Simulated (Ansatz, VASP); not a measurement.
One calculation of ZnCu, two programs

INCAR

```
PREC = Accurate ; ENCUT = 600
EDIFF = 1E-6 ; ISMEAR = -1
SIGMA = 0.02 ; LREAL = False
LASPH = True ; NELM = 120
ALGO = Normal ; ISIF = 2
LWAVE = False ; LCHARG = False
GGA = PE ; NBANDS = 18
GGA_COMPAT = False
```

File KPOINTS:

```
Automatic mesh
0
Gamma
  8 8 8
```

File POSCAR:

```
ZnCu
1.0
    2.9220196856      0.0000000000      0.0000000000
    0.0000000000      2.9220196856      0.0000000000
    0.0000000000      0.0000000000      2.9220196856
Zn Cu
1 1
Direct
    0.5000000000      0.5000000000      0.5000000000
    0.0000000000      0.0000000000      0.0000000000
```

Input for Ansatz:

```yaml
crystal:
  lattice:
    - [2.9220196856, 0.0, 0.0]
    - [0.0, 2.9220196856, 0.0]
    - [0.0, 0.0, 2.9220196856]
  atoms:
    - { symbol: Zn, position: [0.5, 0.5, 0.5] }
    - { symbol: Cu, position: [0.0, 0.0, 0.0] }
kpoints:
  mp_grid: { grid: [8, 8, 8] }
  band_path:
    path:
      - [[0.0, 0.0, 0.0], [-3.602419689669e-50, 0.5, -5.492576344444e-36], [0.5, 0.5, -1.647772903333e-35], [0.0, 0.0, 0.0], [0.5, 0.5, 0.5], [-3.602419689669e-50, 0.5, -5.492576344444e-36]]
      - [[0.5, 0.5, 0.5], [0.5, 0.5, -1.647772903333e-35]]
    npoints: 10
hamiltonian:
  xc: pbe
scf:
  occupations: { method: fermi_dirac, width: 0.02 }
  n_extra_bands: 4
output:
  forces: true
  stress: true
  eigenvalues: true
  write_density: true
  write_potential: true
  elf: true
  volumetric_format: npy
```

Alike in both runs: task single point; functional PBE; k mesh 8 × 8 × 8; occupations fermi-dirac, width 0.02 eV; no spin polarisation.

|  | VASP | Ansatz |
| --- | --- | --- |
| version | VASP 6.6.1 | Ansatz 0.2.0 |
| potentials or method | VASP PAW PBE potentials, release 64 (Zn, Cu) | plane waves, PAW |
| plane-wave cutoff (eV) | 600 | 420 |
| valence electrons in the cell | 23 | 31 |

|  | VASP | Ansatz | Ansatz less VASP |
| --- | --- | --- | --- |
| pressure (GPa) | 6.4 | 5.8 | -0.52 |

VASP's potentials hold 23 valence electrons a cell and Ansatz's 31, so a difference there can come from the potentials and not from the codes.
